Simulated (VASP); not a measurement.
Sc: relaxation of cell and atoms with PBE

Crystal: Sc.

```xyz
2
Lattice="-2.6777 2.6777 1.5070 2.6777 -2.6777 1.5070 2.6777 2.6777 -1.5070" Properties=species:S:1:pos:R:3 pbc="T T T"
Sc    0.0000   -1.3389   -0.3768
Sc    0.0000    1.3389    0.3768
```

```
Program                : VASP 6.6.1
Task                   : relaxation of cell and atoms
Functional             : PBE
Potentials or basis    : VASP PAW PBE potentials, release 64 (Sc_sv)
Cutoff                 : 600 eV
k mesh                 : 14 × 14 × 14
Occupations            : fermi-dirac, width 0.05 eV
Spin                   : no spin polarisation
Target pressure        : 7.2 GPa
Dipole correction      : no
Further INCAR settings : ALGO = Normal; EDIFF = 1e-06; IBRION = 2; EDIFFG = -0.005; NSW = 32; ISIF = 3
```

```json
{
 "Relaxed volume": "21.65 Å³/atom",
 "Relaxed cell": "a = 4.079 Å, b = 4.079 Å, c = 4.079 Å, α = 97.86°, β = 97.86°, γ = 136.61°",
 "Space group after relaxing (to 0.1 Å)": "I4_1/amd (No. 141)",
 "Energy change on relaxing (the run minimises the enthalpy)": "-2.0 meV/atom",
 "Ionic steps": "4",
 "Pressure after relaxing": "7.2 GPa",
 "Band gap on the k mesh": "zero (bands 11 and 12 overlap by 0.96 eV)"
}
```

Step by step:
```
step  energy change (eV)  largest force (eV/Å)  pressure (GPa)  volume (Å³)
   1              0.0000                0.0000            7.34        43.22
   2             -0.0052                0.0000            7.16        43.34
   3             -0.0044                0.0000            7.18        43.32
   4             -0.0040                0.0000            7.20        43.31
```

Final structure:
```yaml
crystal:
  lattice:
    - [-2.67970, 2.67970, 1.50783]
    - [2.67970, -2.67970, 1.50783]
    - [2.67970, 2.67970, -1.50783]
  atoms:
    - { symbol: Sc, position: [0.62500, 0.87500, 0.75000] }
    - { symbol: Sc, position: [0.37500, 0.12500, 0.25000] }
```

Levels at points of the mesh, in eV from the Fermi level:
```
           k point  band 9  band 10  band 11  band 12  band 13  band 14
(0.00, 0.00, 0.00)   -5.23    -2.00    -0.16     0.14     0.93     2.96
(0.50, 0.00, 0.00)   -1.73    -1.37    -0.59     0.43     1.04     1.80
(0.50, 0.50, 0.00)   -2.63    -2.63     0.21     0.21     1.08     1.08
(0.50, 0.50, 0.50)   -1.59    -1.59     0.13     0.13     0.84     0.84
```

Wall time 2.8 min on 1 thread of Intel(R) Xeon(R) 6975P-C (Granite Rapids), with other jobs on the host, peak memory 0.33 GiB.

Caveat: the cell is relaxed towards a set pressure, so the run minimises the enthalpy, not the energy.
